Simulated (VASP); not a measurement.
# PbSe (Pm-3m) in VASP: single point with PBE

Aim: the single point of PbSe with PBE.

Everything below comes from runs of VASP 6.6.1. Logs are shortened: lines on timing, memory, paths and dates and some standing lists are left out, and cuts for length are marked.

**1. The cell of the first run**

Symmetry: Pm-3m, No. 221, cubic system. The conventional cell has a = 3.784 Å, b = 3.784 Å, c = 3.784 Å, α = 90.00°, β = 90.00°, γ = 90.00°. Within 4.3 Å of Pb (site symmetry m-3m) lie 8 Se at 3.28 Å and 6 Pb at 3.78 Å. Within 4.3 Å of Se (site symmetry m-3m) lie 8 Pb at 3.28 Å and 6 Se at 3.78 Å.

**2. Single point, PBE**

Input file INCAR:

```
ALGO = Normal ; EDIFF = 1E-6
ENCUT = 500 ; GGA = PE
GGA_COMPAT = False ; ISIF = 2
ISMEAR = 0 ; LASPH = True
LCHARG = False ; LREAL = False
LWAVE = False ; NBANDS = 17
NELM = 120 ; PREC = Accurate
SIGMA = 0.022
```

Input file KPOINTS:

```
k-points
0
Gamma
  7 7 7
```

Input file POSCAR:

```
PbSe
1.0
    3.7843220000      0.0000000000      0.0000000000
    0.0000000000      3.7843220000      0.0000000000
    0.0000000000      0.0000000000      3.7843220000
Pb Se
1 1
Direct
    0.0000000000      0.0000000000      0.0000000000
    0.5000000000      0.5000000000      0.5000000000
```

Potentials or basis: VASP PAW PBE potentials, release 64 (Pb_d, Se).

Run with:

```
cat potpaw_PBE.64/Pb_d/POTCAR potpaw_PBE.64/Se/POTCAR > POTCAR
mpirun -np 1 vasp_std > vasp.out
```

OUTCAR:

```text
EDIFF = 1E-6
   ENCUT = 500
   GGA = PE
   ISIF = 2
   ISMEAR = 0
   LASPH = True
   LREAL = False
   NELM = 120
   PREC = Accurate

 ion  position               nearest neighbor table
   1  0.000  0.000  0.000-   2 3.28   2 3.28   2 3.28   2 3.28   2 3.28   2 3.28   2 3.28   2 3.28

   2  0.500  0.500  0.500-   1 3.28   1 3.28   1 3.28   1 3.28   1 3.28   1 3.28   1 3.28   1 3.28

  LATTYP: Found a simple cubic cell.
 ALAT       =     3.7843220000

  Lattice vectors:

 A1 = (   3.7843220000,   0.0000000000,   0.0000000000)
 A2 = (   0.0000000000,   3.7843220000,   0.0000000000)
 A3 = (   0.0000000000,   0.0000000000,   3.7843220000)

Analysis of symmetry for initial positions (statically):
=====================================================================
 Subroutine PRICEL returns:
 Original cell was already a primitive cell.

 Routine SETGRP: Setting up the symmetry group for a
 simple cubic supercell.

 Subroutine GETGRP returns: Found 48 space group operations
 (whereof 48 operations were pure point group operations)
 out of a pool of 48 trial point group operations.

The static configuration has the point symmetry O_h .

Analysis of symmetry for dynamics (positions and initial velocities):
=====================================================================
 Subroutine PRICEL returns:
 Original cell was already a primitive cell.

 Routine SETGRP: Setting up the symmetry group for a
 simple cubic supercell.

 Subroutine GETGRP returns: Found 48 space group operations
 (whereof 48 operations were pure point group operations)
 out of a pool of 48 trial point group operations.

The dynamic configuration has the point symmetry O_h .

 Subroutine INISYM returns: Found 48 space group operations
 (whereof 48 operations are pure point group operations),
 and found     1 'primitive' translations

----------------------------------------------------------------------------------------

                                     Primitive cell

  volume of cell :      54.1956

  direct lattice vectors                    reciprocal lattice vectors
     3.784322000  0.000000000  0.000000000     0.264248127  0.000000000  0.000000000
     0.000000000  3.784322000  0.000000000     0.000000000  0.264248127  0.000000000
     0.000000000  0.000000000  3.784322000     0.000000000  0.000000000  0.264248127

  length of vectors
     3.784322000  3.784322000  3.784322000     0.264248127  0.264248127  0.264248127

  position of ions in fractional coordinates (direct lattice)
     0.000000000  0.000000000  0.000000000
     0.500000000  0.500000000  0.500000000

  ion indices of the primitive-cell ions
   primitive index   ion index
                 1           1
                 2           2

----------------------------------------------------------------------------------------

 KPOINTS: k-points

Automatic generation of k-mesh.
 Grid dimensions read from file:
 generate k-points for:    7    7    7

 Generating k-lattice:

  Cartesian coordinates                     Fractional coordinates (reciprocal lattice)
     0.037749732  0.000000000  0.000000000     0.142857143  0.000000000  0.000000000
     0.000000000  0.037749732  0.000000000     0.000000000  0.142857143  0.000000000
     0.000000000  0.000000000  0.037749732     0.000000000  0.000000000  0.142857143

  Length of vectors
     0.037749732  0.037749732  0.037749732

  Shift w.r.t. Gamma in fractional coordinates (k-lattice)
     0.000000000  0.000000000  0.000000000

 Subroutine IBZKPT returns following result:
 ===========================================

 Found     20 irreducible k-points:

 Following reciprocal coordinates:
            Coordinates               Weight
  0.000000  0.000000  0.000000      1.000000
  0.142857  0.000000  0.000000      6.000000
  0.285714  0.000000  0.000000      6.000000
  0.428571  0.000000  0.000000      6.000000
  0.142857  0.142857  0.000000     12.000000
  0.285714  0.142857  0.000000     24.000000
[... 12 lines left out ...]
  0.428571  0.428571  0.285714     24.000000
  0.428571  0.428571  0.428571      8.000000
   k-points           NKPTS =     20   k-points in BZ     NKDIM =     20   number of bands    NBANDS=     17
   number of dos      NEDOS =    301   number of ions     NIONS =      2
   total plane-waves  NPLWV =  21952
   dimension x,y,z NGX =    28 NGY =   28 NGZ =   28
   dimension x,y,z NGXF=    56 NGYF=   56 NGZF=   56
   ions per type =               1   1
   NGX,Y,Z   is equivalent  to a cutoff of  12.30, 12.30, 12.30 a.u.
   NGXF,Y,Z  is equivalent  to a cutoff of  24.60, 24.60, 24.60 a.u.
 SYSTEM =  unknown system
   PREC   = accura    normal or accurate (medium, high low for compatibility)
   ISTART =      0    job   : 0-new  1-cont  2-samecut
   ICHARG =      2    charge: 1-file 2-atom 10-const
   ISPIN  =      1    spin polarized calculation?
   LNONCOLLINEAR =      F non collinear calculations
   LSORBIT =      F    spin-orbit coupling
   LASPH  =      T    aspherical Exc in radial PAW
   ENCUT  =  500.0 eV  36.75 Ry    6.06 a.u.   6.90  6.90  6.90*2*pi/ulx,y,z
   NELM   =    120;   NELMIN=  2; NELMDL= -5     # of ELM steps
   EDIFF  = 0.1E-05   stopping-criterion for ELM
   LREAL  =      F    real-space projection
   EDIFFG = 0.1E-04   stopping-criterion for IOM
   NSW    =      0    number of steps for IOM
   IBRION =     -1    ionic relax: 0-MD 1-quasi-New 2-CG
   NFREE  =      0    steps in history (QN), initial steepest desc. (CG)
   ISIF   =      2    stress and relaxation
   ISYM   =      2    0-nonsym 1-usesym 2-fastsym
   POTIM  = 0.5000    time-step for ionic-motion
   TEBEG  =    0.0;   TEEND  =   0.0 temperature during run
   PSTRESS=    0.0 pullay stress
   NELECT =      20.0000    total number of electrons
   NUPDOWN=      -1.0000    fix difference up-down
   EMIN   =  10.00;   EMAX   =-10.00  energy-range for DOS
   EFERMI =   0.00;   METHOD = LEGACY
   ISMEAR =     0;   SIGMA  =   0.02  broadening in eV -4-tet -1-fermi 0-gaus
   EFERMI_NEDOS =   21; number of points for ismear=-14 and -15
   IALGO  =     38    algorithm
   IMIX   =      4    mixing-type and parameters
     AMIX     =   0.40;   BMIX     =  1.00
     AMIX_MAG =   1.60;   BMIX_MAG =  1.00
  volume/ion in A,a.u.               =      27.10       182.87
  Fermi-wavevector in a.u.,A,eV,Ry     =   1.174258  2.219025 18.760817  1.378881
  Thomas-Fermi vector in A             =   2.310658
   LORBIT       =      0    0 simple, 1 ext, 2 COOP (PROOUT), +10 PAW based schemes
   GGA     = PE    functional components
   LHFCALC =     F    Hartree Fock is set to
   AEXX    =    0.0000 exact exchange contribution
   IVDW    =     0    specifies the selected vdW correction
   LEPSILON=     F    determine dielectric tensor
   LRPA    =     F    only Hartree local field effects (RPA)
 non-spin polarized calculation
 Gauss-broadening in eV      SIGMA  =   0.02
  energy-cutoff  :      500.00
  volume of cell :       54.20
 maximum number of plane-waves:      1388
 NGX is ok and might be reduce to    28
   NGX = 13   NGY = 13   NGZ = 13

 number of electron      20.0000009 magnetization

 Free energy of the ion-electron system (eV)
  ---------------------------------------------------
  ext. energy  EPLUGINS =         0.00000000
  ---------------------------------------------------
  free energy    TOTEN  =        -7.71380256 eV

  energy without entropy =       -7.71333856  energy(sigma->0) =       -7.71357056

 E-fermi :   5.2685     XC(G=0):  -9.9566

 val. band max:        5.1964639029   @ k =   0.2857   0.1429   0.1429
 cond. band min:       5.2771251271   @ k =   0.4286   0.4286   0.0000
 fundamental gap:      0.0806612242
 Fermi energy:         5.2685438284

 k-point     1 :       0.0000    0.0000    0.0000
  band No.  band energies     occupation
      1     -11.5872      2.00000
      2     -11.5872      2.00000
      3     -11.4383      2.00000
      4     -11.4383      2.00000
      5     -11.4383      2.00000
      6      -7.8788      2.00000
[... 9 lines left out ...]
     16      16.5761      0.00000
     17      18.1292      0.00000

 k-point     2 :       0.1429    0.0000    0.0000
  band No.  band energies     occupation
      1     -11.5860      2.00000
      2     -11.5656      2.00000
      3     -11.4463      2.00000
      4     -11.4463      2.00000
      5     -11.4376      2.00000
      6      -7.7316      2.00000
[... 9 lines left out ...]
     16      17.2623      0.00000
     17      17.5378      0.00000

 k-point     3 :       0.2857    0.0000    0.0000
  band No.  band energies     occupation
      1     -11.5832      2.00000
      2     -11.5170      2.00000
      3     -11.4642      2.00000
      4     -11.4642      2.00000
      5     -11.4360      2.00000
      6      -7.3379      2.00000
[... 9 lines left out ...]
     16      15.3263      0.00000
     17      17.7172      0.00000

 k-point     4 :       0.4286    0.0000    0.0000
  band No.  band energies     occupation
      1     -11.5809      2.00000
      2     -11.4784      2.00000
      3     -11.4784      2.00000
      4     -11.4783      2.00000
      5     -11.4347      2.00000
      6      -6.9135      2.00000
[... 9 lines left out ...]
     16      17.3572      0.00000
     17      18.3195      0.00000

 k-point     5 :       0.1429    0.1429    0.0000
  band No.  band energies     occupation
      1     -11.5747      2.00000
      2     -11.5536      2.00000
      3     -11.4561      2.00000
      4     -11.4462      2.00000
      5     -11.4447      2.00000
      6      -7.5871      2.00000
[... 9 lines left out ...]
     16      15.9073      0.00000
     17      16.5099      0.00000

 k-point     6 :       0.2857    0.1429    0.0000
  band No.  band energies     occupation
      1     -11.5683      2.00000
      2     -11.5081      2.00000
      3     -11.4780      2.00000
      4     -11.4630      2.00000
      5     -11.4434      2.00000
      6      -7.2045      2.00000
[... 9 lines left out ...]
     16      15.4225      0.00000
     17      16.1942      0.00000

 k-point     7 :       0.4286    0.1429    0.0000
  band No.  band energies     occupation
      1     -11.5655      2.00000
      2     -11.4953      2.00000
      3     -11.4769      2.00000
      4     -11.4694      2.00000
      5     -11.4419      2.00000
      6      -6.8012      2.00000
[... 9 lines left out ...]
     16      16.6381      0.00000
     17      16.8367      0.00000

 k-point     8 :       0.2857    0.2857    0.0000
  band No.  band energies     occupation
      1     -11.5479      2.00000
      2     -11.5083      2.00000
      3     -11.4752      2.00000
      4     -11.4613      2.00000
      5     -11.4590      2.00000
      6      -6.8632      2.00000
[... 9 lines left out ...]
     16      15.1996      0.00000
     17      15.7703      0.00000
[... 123 lines left out ...]
      1     -11.5280      2.00000
      2     -11.5173      2.00000
      3     -11.4855      2.00000
      4     -11.4675      2.00000
      5     -11.4385      2.00000
      6      -6.4510      2.00000
[... 9 lines left out ...]
     16      15.1125      0.00000
     17      17.2705      0.00000

 k-point    16 :       0.4286    0.4286    0.1429
  band No.  band energies     occupation
      1     -11.5538      2.00000
      2     -11.5036      2.00000
      3     -11.4819      2.00000
      4     -11.4812      2.00000
      5     -11.4087      2.00000
      6      -6.2287      2.00000
[... 9 lines left out ...]
     16      15.6251      0.00000
     17      16.9096      0.00000

 k-point    17 :       0.2857    0.2857    0.2857
  band No.  band energies     occupation
      1     -11.5071      2.00000
      2     -11.4906      2.00000
      3     -11.4906      2.00000
      4     -11.4719      2.00000
      5     -11.4719      2.00000
      6      -6.5039      2.00000
[... 9 lines left out ...]
     16      15.2746      0.00000
     17      18.6341      0.00000

 k-point    18 :       0.4286    0.2857    0.2857
  band No.  band energies     occupation
      1     -11.5234      2.00000
      2     -11.5073      2.00000
      3     -11.4887      2.00000
      4     -11.4708      2.00000
      5     -11.4304      2.00000
      6      -6.2699      2.00000
[... 9 lines left out ...]
     16      16.1573      0.00000
     17      19.3013      0.00000

 k-point    19 :       0.4286    0.4286    0.2857
  band No.  band energies     occupation
      1     -11.5385      2.00000
      2     -11.5062      2.00000
      3     -11.5048      2.00000
      4     -11.4498      2.00000
      5     -11.4075      2.00000
      6      -6.1117      2.00000
[... 9 lines left out ...]
     16      17.2964      0.00000
     17      19.7598      0.00000

 k-point    20 :       0.4286    0.4286    0.4286
  band No.  band energies     occupation
      1     -11.5282      2.00000
      2     -11.5236      2.00000
      3     -11.5236      2.00000
      4     -11.4066      2.00000
      5     -11.4066      2.00000
      6      -6.0113      2.00000
[... 9 lines left out ...]
     16      18.3438      0.00000
     17      22.0037      0.00000

------------------------ aborting loop because EDIFF is reached ----------------------------------------

  FORCE on cell =-STRESS in cart. coord.  units (eV):
  Direction    XX          YY          ZZ          XY          YZ          ZX
  --------------------------------------------------------------------------------------
  -------------------------------------------------------------------------------------
  Total       -0.0705316     -0.0705316     -0.0705316     -0.0000000     -0.0000000     -0.0000000
  in kB       -2.0851152     -2.0851152     -2.0851152     -0.0000000     -0.0000000     -0.0000000
  external PRESSURE =      -2.0851152 kB  Pullay stress =       0.0000000 kB

 VOLUME and BASIS-vectors are now :
 -----------------------------------------------------------------------------
  energy-cutoff  :      500.00
  volume of cell :       54.20
      direct lattice vectors                 reciprocal lattice vectors
     3.784322000  0.000000000  0.000000000     0.264248127  0.000000000  0.000000000
     0.000000000  3.784322000  0.000000000     0.000000000  0.264248127  0.000000000
     0.000000000  0.000000000  3.784322000     0.000000000  0.000000000  0.264248127

 POSITION                                       TOTAL-FORCE (eV/Angst)
 -----------------------------------------------------------------------------------
      0.00000      0.00000      0.00000         0.000000      0.000000      0.000000
      1.89216      1.89216      1.89216         0.000000      0.000000      0.000000
 -----------------------------------------------------------------------------------
    total drift:                               -0.000000      0.000000      0.000000

  FREE ENERGIE OF THE ION-ELECTRON SYSTEM (eV)
  ---------------------------------------------------
  free  energy   TOTEN  =        -7.7138025609 eV

  energy  without entropy=       -7.7133385621  energy(sigma->0) =       -7.71357056
```

Run time: 29 s. Hardware: 1 thread of Intel Xeon 8259CL, shared host; peak memory 0.16 GiB.

What came out:

```
Free energy            : -7.7138 eV
Pressure               : -0.2 GPa
Band gap on the k mesh : zero (band 10 reaches 5.29 eV, above the bottom of band 11 at 5.19 eV)
```

Caveat: spin-orbit coupling is left out, which moves the levels of the heavy elements.
